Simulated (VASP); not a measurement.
Mn2Zn:

```
Mn Zn
1.0
     0.00000    2.69799    2.69799
     2.69799    0.00000    2.69799
     2.69799    2.69799    0.00000
Mn Zn
2 1
Cartesian
  1.3490 1.3490 1.3490
  4.0470 4.0470 4.0470
  0.0000 0.0000 0.0000
```

* Program: VASP 6.6.1
* Task: relaxation of cell and atoms
* Functional: PBE
* Potentials or basis: VASP PAW PBE potentials, release 64 (Mn_pv, Zn)
* Cutoff: 600 eV
* k mesh: 6 × 6 × 6
* Occupations: gaussian, width 0.1 eV
* Spin: collinear spin, ferromagnetic start
* Starting moments: [2.95, 2.95, 0.0] μB

At the start: pressure 28.4 GPa; volume 13.09 Å³/atom.

Question: How do energy, volume and symmetry change on relaxing?

Answer: Over 4 steps the energy falls by 278.1 meV/atom and the volume is 16.81 Å³/atom (+28.4 %); space group Fm-3m (No. 225, to 0.1 Å) before and after; moment 7.18 μB per cell.

Step by step:
| step | energy change (eV) | largest force (eV/Å) | pressure (GPa) | volume (Å³) |
| --- | --- | --- | --- | --- |
| 1 | 0.0000 | 0.0000 | 28.39 | 39.28 |
| 2 | -0.7119 | 0.0000 | -3.95 | 54.00 |
| 3 | -0.8336 | 0.0000 | 0.63 | 49.92 |
| 4 | -0.8342 | 0.0000 | -0.21 | 50.43 |

Final structure:
```xyz
3
Lattice="0.0000 2.9324 2.9324 2.9324 0.0000 2.9324 2.9324 2.9324 0.0000" Properties=species:S:1:pos:R:3 pbc="T T T"
Mn    1.4662    1.4662    1.4662
Mn    4.3986    4.3986    4.3986
Zn    2.9324    0.0000    2.9324
```

Caveat: the volume moved by over 15 % at a fixed basis, so the end points are rough.
